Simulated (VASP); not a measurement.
**Fe: single point with PBE**

Crystal: Fe.

```
Fe
1.0
    -1.41578    1.41578    1.41578
     1.41578   -1.41578    1.41578
     1.41578    1.41578   -1.41578
Fe
1
Direct
  0.00000 0.00000 0.00000
```

```json
{
  "Program": "VASP 6.6.1",
  "Task": "single point",
  "Functional": "PBE",
  "Potentials or basis": "VASP PAW PBE potentials, release 64 (Fe)",
  "Cutoff": "520 eV",
  "k mesh": "10 × 10 × 10",
  "Occupations": "gaussian, width 0.15 eV",
  "Spin": "collinear spin, ferromagnetic start",
  "Starting moments": "[2.44] μB",
  "Dipole correction": "no",
  "Further INCAR settings": "ALGO = Fast; EDIFF = 1e-06; NBANDS = 14"
}
```

The pressure is -0.8 GPa and the net moment is 2.14 μB per cell. The site moments are Fe +2.14 μB and the valence electrons inside the program's atomic spheres are Fe 7.27.

Levels at points of the mesh, in eV from the Fermi level:
Spin up:
| k point | band 1 | band 2 | band 3 | band 4 | band 5 | band 6 | band 7 | band 8 | band 9 | band 10 |
| --- | --- | --- | --- | --- | --- | --- | --- | --- | --- | --- |
| (0.00, 0.00, 0.00) | -8.43 | -2.31 | -2.31 | -2.31 | -1.10 | -1.10 | 25.04 | 25.04 | 25.04 | 30.13 |
| (0.50, 0.00, 0.00) | -4.93 | -3.39 | -1.03 | -0.92 | 0.38 | 0.53 | 7.36 | 18.38 | 20.24 | 23.51 |
| (0.50, 0.50, 0.50) | -4.86 | -4.86 | 0.11 | 0.11 | 0.11 | 9.95 | 9.95 | 9.95 | 15.66 | 15.66 |
Spin down:
```tsv
k point	band 1	band 2	band 3	band 4	band 5	band 6
(0.00, 0.00, 0.00)	-8.30	-0.44	-0.44	-0.44	1.62	1.62
(0.50, 0.00, 0.00)	-3.68	-1.72	0.60	1.47	1.87	2.55
(0.50, 0.50, 0.50)	-3.07	-3.07	2.25	2.25	2.25	10.19
```

It took 9.8 s on 1 thread of Intel(R) Xeon(R) Platinum 8488C (Sapphire Rapids), on a shared host, peak memory 0.13 GiB.
